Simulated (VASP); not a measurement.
TiO2 (Anatase), 6 atoms in the cell. Symmetry: I4_1/amd, No. 141, tetragonal system. Conventional cell: a = 3.784 Å, b = 3.784 Å, c = 9.515 Å, α = 90.00°, β = 90.00°, γ = 90.00°. Ti (site symmetry -4m2) has 6 O at 1.93 to 1.99 Å within 2.6 Å. O (site symmetry 2mm) has 3 Ti at 1.93 to 1.99 Å and 2 O at 2.47 Å within 2.6 Å. 

- Program: VASP 6.6.1
- Task: electric field gradients
- Functional: LDA
- Potentials or basis: VASP PAW LDA potentials, release 64 (Ti_sv, O)
- Cutoff: 520 eV
- k mesh: 11 × 11 × 11
- Occupations: fermi-dirac, width 0.02 eV
- Spin: no spin polarisation
- Dipole correction: no
- Further INCAR settings: ALGO = Normal; EDIFF = 1e-08; NBANDS = 33

Potentials or basis: VASP PAW LDA potentials, release 64 (Ti_sv, O).

Launch:

```bash
$ cat potpaw_LDA.64/Ti_sv/POTCAR potpaw_LDA.64/O/POTCAR > POTCAR
$ mpirun -np 1 vasp_std > vasp.out
```

Hardware: 1 thread of Oxide Virtual Turin-like Processor, on a shared host.

Question: Estimate the wall time of this run.

Answer: Wall time 16 min on 1 thread of Oxide Virtual Turin-like Processor (shared host), peak memory 0.33 GiB. Counts: scf iterations 18, k points 126.
